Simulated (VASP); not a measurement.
# BaS (Fm-3m) in VASP: G0W0 quasiparticle levels with PBE

Aim: the G0W0 quasiparticle levels of BaS with PBE.

All numbers are computed with VASP 6.6.1; they aren't measurements. Logs are shortened: lines on timing, memory, paths and dates and some standing lists are left out, and cuts for length are marked.

**1. The cell of the first run**

It takes space group Fm-3m (No. 225, cubic). The conventional cell has a = 6.424 Å, b = 6.424 Å, c = 6.424 Å, α = 90.00°, β = 90.00°, γ = 90.00°. Ba (site symmetry m-3m) has 6 S at 3.21 Å within 4.2 Å. S (site symmetry m-3m) has 6 Ba at 3.21 Å within 4.2 Å.

**2. G0W0 quasiparticle levels, PBE**

POSCAR

```
BaS
1.0
    0.0000000000      3.2117958739      3.2117958739
    3.2117958739      0.0000000000      3.2117958739
    3.2117958739      3.2117958739      0.0000000000
Ba S
1 1
Direct
    0.0000000000      0.0000000000      0.0000000000
    0.5000000000      0.5000000000      0.5000000000
```

INCAR.step1

```
SYSTEM = BaS
  ALGO = Normal
  EDIFF = 1E-8
  ENCUT = 500
  GGA = PE
  ISMEAR = 0
  LASPH = .True.
  LCHARG = .False.
  LREAL = .False.
  LWAVE = .True.
  NELM = 80
  PREC = Accurate
  SIGMA = 0.01
```

INCAR.step2

```
SYSTEM = BaS
  ALGO = Exact
  EDIFF = 1E-8
  ENCUT = 500
  GGA = PE
  ISMEAR = 0
  ISTART = 1
  LASPH = .True.
  LCHARG = .False.
  LOPTICS = .True.
  LREAL = .False.
  LWAVE = .True.
  NBANDS = 284
  NELM = 1
  PREC = Accurate
  SIGMA = 0.01
```

INCAR.step3

```
SYSTEM = BaS
  ALGO = EVGW0
  EDIFF = 1E-8
  ENCUT = 500
  ENCUTGW = 150.0
  GGA = PE
  ISMEAR = 0
  ISTART = 1
  LASPH = .True.
  LCHARG = .False.
  LREAL = .False.
  LWAVE = .False.
  NBANDS = 284
  NBANDSGW = 16
  NELMGW = 1
  NOMEGA = 96
  OMEGAMAX = 30
  PREC = Accurate
  PRECFOCK = Fast
  SIGMA = 0.01
```

KPOINTS

```
k-points
0
Gamma
  4 4 4
  0 0 0
```

Potentials or basis: VASP PAW PBE potentials, release 64 (Ba_sv_GW, S_GW).

On the command line:

```
$ cat potpaw_PBE.64/Ba_sv_GW/POTCAR potpaw_PBE.64/S_GW/POTCAR > POTCAR
$ cp INCAR.step1 INCAR
$ mpirun -np 1 vasp_std > vasp.out
$ cp INCAR.step2 INCAR
$ mpirun -np 1 vasp_std > vasp.out
$ cp INCAR.step3 INCAR
$ mpirun -np 1 vasp_std > vasp.out
```

OUTCAR:

```text
SYSTEM = BaS
   EDIFF = 1E-8
   ENCUT = 500
   ENCUTGW = 150.0
   GGA = PE
   ISMEAR = 0
   ISTART = 1
   LASPH = .True.
   LREAL = .False.
   NELMGW = 1
   PREC = Accurate
   PRECFOCK = Fast

 ion  position               nearest neighbor table
   1  0.000  0.000  0.000-
   2  0.500  0.500  0.500-

  LATTYP: Found a face centered cubic cell.
 ALAT       =     6.4235917478

  Lattice vectors:

 A1 = (   0.0000000000,   3.2117958739,   3.2117958739)
 A2 = (   3.2117958739,   0.0000000000,   3.2117958739)
 A3 = (   3.2117958739,   3.2117958739,   0.0000000000)

Analysis of symmetry for initial positions (statically):
=====================================================================
 Subroutine PRICEL returns:
 Original cell was already a primitive cell.

 Routine SETGRP: Setting up the symmetry group for a
 face centered cubic supercell.

 Subroutine GETGRP returns: Found 48 space group operations
 (whereof 48 operations were pure point group operations)
 out of a pool of 48 trial point group operations.

The static configuration has the point symmetry O_h .

Analysis of symmetry for dynamics (positions and initial velocities):
=====================================================================
 Subroutine PRICEL returns:
 Original cell was already a primitive cell.

 Routine SETGRP: Setting up the symmetry group for a
 face centered cubic supercell.

 Subroutine GETGRP returns: Found 48 space group operations
 (whereof 48 operations were pure point group operations)
 out of a pool of 48 trial point group operations.

The dynamic configuration has the point symmetry O_h .

 Subroutine INISYM returns: Found 48 space group operations
 (whereof 48 operations are pure point group operations),
 and found     1 'primitive' translations

----------------------------------------------------------------------------------------

                                     Primitive cell

  volume of cell :      66.2634

  direct lattice vectors                    reciprocal lattice vectors
     0.000000000  3.211795874  3.211795874    -0.155676145  0.155676145  0.155676145
     3.211795874  0.000000000  3.211795874     0.155676145 -0.155676145  0.155676145
     3.211795874  3.211795874  0.000000000     0.155676145  0.155676145 -0.155676145

  length of vectors
     4.542165284  4.542165284  4.542165284     0.269638993  0.269638993  0.269638993

  position of ions in fractional coordinates (direct lattice)
     0.000000000  0.000000000  0.000000000
     0.500000000  0.500000000  0.500000000

  ion indices of the primitive-cell ions
   primitive index   ion index
                 1           1
                 2           2

----------------------------------------------------------------------------------------

 KPOINTS: k-points

Automatic generation of k-mesh.
 Grid dimensions read from file:
 generate k-points for:    4    4    4

 Generating k-lattice:

  Cartesian coordinates                     Fractional coordinates (reciprocal lattice)
    -0.038919036  0.038919036  0.038919036     0.250000000  0.000000000  0.000000000
     0.038919036 -0.038919036  0.038919036     0.000000000  0.250000000  0.000000000
     0.038919036  0.038919036 -0.038919036     0.000000000  0.000000000  0.250000000

  Length of vectors
     0.067409748  0.067409748  0.067409748

  Shift w.r.t. Gamma in fractional coordinates (k-lattice)
     0.000000000  0.000000000  0.000000000

 Subroutine IBZKPT returns following result:
 ===========================================

 Found      8 irreducible k-points:

 Following reciprocal coordinates:
            Coordinates               Weight
  0.000000  0.000000  0.000000      1.000000
  0.250000  0.000000  0.000000      8.000000
  0.500000  0.000000  0.000000      4.000000
  0.250000  0.250000  0.000000      6.000000
  0.500000  0.250000  0.000000     24.000000
 -0.250000  0.250000  0.000000     12.000000
  0.500000  0.500000  0.000000      3.000000
 -0.250000  0.500000  0.250000      6.000000
   k-points           NKPTS =      8   k-points in BZ     NKDIM =     64   number of bands    NBANDS=    284
   number of dos      NEDOS =    301   number of ions     NIONS =      2
   total plane-waves  NPLWV =  46656
   dimension x,y,z NGX =    36 NGY =   36 NGZ =   36
   dimension x,y,z NGXF=    72 NGYF=   72 NGZF=   72
   ions per type =               1   1
   NGX,Y,Z   is equivalent  to a cutoff of  13.18, 13.18, 13.18 a.u.
   NGXF,Y,Z  is equivalent  to a cutoff of  26.35, 26.35, 26.35 a.u.
 SYSTEM =  BaS
   PREC   = accura    normal or accurate (medium, high low for compatibility)
   ISTART =      1    job   : 0-new  1-cont  2-samecut
   ICHARG =      0    charge: 1-file 2-atom 10-const
   ISPIN  =      1    spin polarized calculation?
   LNONCOLLINEAR =      F non collinear calculations
   LSORBIT =      F    spin-orbit coupling
   LASPH  =      T    aspherical Exc in radial PAW
   ENCUT  =  500.0 eV  36.75 Ry    6.06 a.u.   8.28  8.28  8.28*2*pi/ulx,y,z
   NELM   =     60;   NELMIN=  2; NELMDL=  0     # of ELM steps
   EDIFF  = 0.1E-07   stopping-criterion for ELM
   LREAL  =      F    real-space projection
   EDIFFG = 0.1E-06   stopping-criterion for IOM
   NSW    =      0    number of steps for IOM
   IBRION =     -1    ionic relax: 0-MD 1-quasi-New 2-CG
   NFREE  =      0    steps in history (QN), initial steepest desc. (CG)
   ISIF   =      0    stress and relaxation
   ISYM   =      3    0-nonsym 1-usesym 2-fastsym
   POTIM  = 0.5000    time-step for ionic-motion
   TEBEG  =    0.0;   TEEND  =   0.0 temperature during run
   PSTRESS=    0.0 pullay stress
   NELECT =      16.0000    total number of electrons
   NUPDOWN=      -1.0000    fix difference up-down
   EMIN   =  10.00;   EMAX   =-10.00  energy-range for DOS
   EFERMI =   0.00;   METHOD = LEGACY
   ISMEAR =     0;   SIGMA  =   0.01  broadening in eV -4-tet -1-fermi 0-gaus
   EFERMI_NEDOS =   21; number of points for ismear=-14 and -15
   IALGO  =     38    algorithm
   IMIX   =      4    mixing-type and parameters
     AMIX     =   0.40;   BMIX     =  1.00
     AMIX_MAG =   1.60;   BMIX_MAG =  1.00
  volume/ion in A,a.u.               =      33.13       223.58
  Fermi-wavevector in a.u.,A,eV,Ry     =   1.019429  1.926441 14.139651  1.039235
  Thomas-Fermi vector in A             =   2.152942
   LORBIT       =      0    0 simple, 1 ext, 2 COOP (PROOUT), +10 PAW based schemes
   GGA     = PE    functional components
   LHFCALC =     T    Hartree Fock is set to
   PRECFOCK=fast      Normal, Fast or Accurate (Low or Medium for compatibility)
   ENCUT4O =  -1.0   cutoff for four orbital integrals eV
   NKREDX  =     1    reduce k-point grid by
   NKREDY  =     1    reduce k-point grid by
   NKREDZ  =     1    reduce k-point grid by
   AEXX    =    1.0000 exact exchange contribution
   HFSCREEN=    0.0000 screening length (either q_TF or 0.3 A-1)
   HFSCREENC=   0.0000 screening length for correlation (either q_TF or 0.3 A-1)
   ENCUTFOCK=  -1.0 apply spherical cutoff to Coloumb kernel
   IVDW    =     0    specifies the selected vdW correction
   LEPSILON=     F    determine dielectric tensor
   LRPA    =     F    only Hartree local field effects (RPA)
   LRPAFORCE           =     F    calculate RPA forces
   ENCUTGW             = 150.0    cutoff for response function in eV
   ENCUTGWSOFT         = 120.0    soft cutoff for Coulomb kernel in GW response function in eV
   ENCUTLF             =  -1.0    cutoff for local field effects
   NELMGW              =     1    number of iterations in solving QP/BSE equation
   NELMHF              =     1    number of iterations in the inner HF iteration
   NKREDLFX            =     1    NKREDLFY  =   1   NKREDLFZ  =   1
 non-spin polarized calculation
 Gauss-broadening in eV      SIGMA  =   0.01
  energy-cutoff  :      500.00
  volume of cell :       66.26
 maximum number of plane-waves:      1700
 NGX is ok and might be reduce to    36
  NGX = 18; NGY = 18; NGZ = 18
   NGX = 17   NGY = 17   NGZ = 17
 maximum number of plane-waves:       290

 QP shifts <psi_nk| G(iteration)W_0 |psi_nk>: iteration 1
 for sc-GW calculations column KS-energies equals QP-energies in previous step
 and V_xc(KS)=  KS-energies - (<T + V_ion + V_H > + <T+V_H+V_ion>^1  + <V_x>^1)

 k-point   1 :       0.0000    0.0000    0.0000
  band No.  KS-energies  QP-energies   sigma(KS)   V_xc(KS)     V^pw_x(r,r')   Z            occupation Imag(sigma)

      1     -23.0963     -23.8820     -16.4475     -15.1533     -24.3933       0.6071       2.0000       1.0502
      2      -8.1582      -9.7493     -16.0175     -13.9336     -19.0189       0.7635       2.0000       0.2035
      3      -8.1582      -9.7493     -16.0175     -13.9336     -19.0189       0.7635       2.0000       0.2035
      4      -8.1582      -9.7493     -16.0175     -13.9336     -19.0189       0.7635       2.0000       0.2035
      5      -7.3574      -8.2191     -14.5984     -13.3349     -21.0095       0.6820       2.0000       1.0916
      6       2.9107       1.9302     -13.9149     -12.5997     -15.6317       0.7455       2.0000       0.0793
[... 8 lines left out ...]
     15      10.3562      11.7607      -6.8952      -8.7147      -1.7908       0.7719       0.0000      -0.2249
     16      12.8222      17.2022      -8.8410     -14.8084      -2.1958       0.7340       0.0000      -0.1814

 k-point   2 :       0.2500    0.0000    0.0000
  band No.  KS-energies  QP-energies   sigma(KS)   V_xc(KS)     V^pw_x(r,r')   Z            occupation Imag(sigma)

      1     -23.0758     -23.8545     -16.4547     -15.1758     -24.4022       0.6088       2.0000       1.0430
      2      -8.8476     -10.1343     -15.1627     -13.2998     -19.4847       0.6907       2.0000       0.4587
      3      -8.1766      -9.7661     -15.9944     -13.9097     -18.9872       0.7624       2.0000       0.1979
      4      -8.1766      -9.7661     -15.9944     -13.9097     -18.9872       0.7624       2.0000       0.1979
      5      -6.6244      -7.6347     -15.4271     -14.0173     -20.5456       0.7166       2.0000       0.7712
      6       1.8326       0.7819     -12.6548     -11.2330     -14.5103       0.7390       2.0000       0.0995
[... 8 lines left out ...]
     15      11.6351      14.1813      -8.0958     -11.4631      -2.3674       0.7562       0.0000      -0.2233
     16      12.3676      15.8823      -8.8539     -13.6035      -2.6324       0.7400       0.0000      -0.1941

 k-point   3 :       0.5000    0.0000    0.0000
  band No.  KS-energies  QP-energies   sigma(KS)   V_xc(KS)     V^pw_x(r,r')   Z            occupation Imag(sigma)

      1     -23.0552     -23.8283     -16.4618     -15.1985     -24.4112       0.6120       2.0000       1.0358
      2      -9.2397     -10.4399     -14.8793     -13.0699     -19.5017       0.6633       2.0000       0.4852
      3      -8.1947      -9.7831     -15.9732     -13.8865     -18.9563       0.7612       2.0000       0.1921
      4      -8.1947      -9.7831     -15.9732     -13.8865     -18.9563       0.7612       2.0000       0.1921
      5      -6.1836      -7.1761     -15.6938     -14.3104     -20.5364       0.7175       2.0000       0.6909
      6       1.0873      -0.0175     -12.1412     -10.6217     -14.2727       0.7271       2.0000       0.1311
[... 74 lines left out ...]
      1     -23.0430     -23.8260     -16.4785     -15.2118     -24.4174       0.6181       2.0000       1.0457
      2      -8.6150     -10.2353     -15.5490     -13.4000     -18.7580       0.7540       2.0000       0.2826
      3      -8.3388      -9.9323     -15.8426     -13.7339     -18.9229       0.7557       2.0000       0.2326
      4      -8.3388      -9.9323     -15.8426     -13.7339     -18.9229       0.7557       2.0000       0.2326
      5      -7.2668      -8.1139     -14.7022     -13.4738     -21.1077       0.6896       2.0000       1.0836
      6       2.4410       1.3679     -13.5695     -12.1273     -15.4432       0.7440       2.0000       0.0859
[... 8 lines left out ...]
     15      10.7691      11.9772      -8.1711      -9.7621      -3.1108       0.7593       0.0000      -0.2423
     16      11.9618      15.3984      -8.4465     -13.0576      -2.2504       0.7453       0.0000      -0.1914

 k-point   8 :      -0.2500    0.5000    0.2500
  band No.  KS-energies  QP-energies   sigma(KS)   V_xc(KS)     V^pw_x(r,r')   Z            occupation Imag(sigma)

      1     -23.0426     -23.8239     -16.4756     -15.2124     -24.4174       0.6186       2.0000       1.0421
      2      -8.6603      -9.9966     -15.3550     -13.4544     -19.4334       0.7032       2.0000       0.4153
      3      -8.4795     -10.0868     -15.6874     -13.5590     -18.8310       0.7551       2.0000       0.2580
      4      -8.4795     -10.0868     -15.6874     -13.5590     -18.8310       0.7551       2.0000       0.2580
      5      -6.7602      -7.7380     -15.3259     -13.9532     -20.6570       0.7123       2.0000       0.8175
      6       1.8762       0.8263     -13.1244     -11.6949     -15.1082       0.7345       2.0000       0.1040
[... 8 lines left out ...]
     15      11.8495      14.7297      -8.4058     -12.2468      -2.4655       0.7499       0.0000      -0.2175
     16      12.1504      13.7934     -10.0355     -12.2532      -4.6338       0.7409       0.0000      -0.2315
```

It took 12 min on 1 thread of Intel Xeon 8259CL, shared host; peak memory 0.97 GiB.

What came out:

```
Quasiparticle gap                                   : 3.50 eV
Least direct quasiparticle gap                      : 3.64 eV
Band gap of the starting levels on the mesh         : 2.23 eV
Least direct gap of the starting levels on the mesh : 2.34 eV
```

Caveat: the k points lie up to 0.42 Å⁻¹ apart; bands, screening cutoff and mesh are small and nothing is extrapolated, so the quasiparticle values aren't converged; spin-orbit coupling is left out, which moves the levels of the heavy elements.
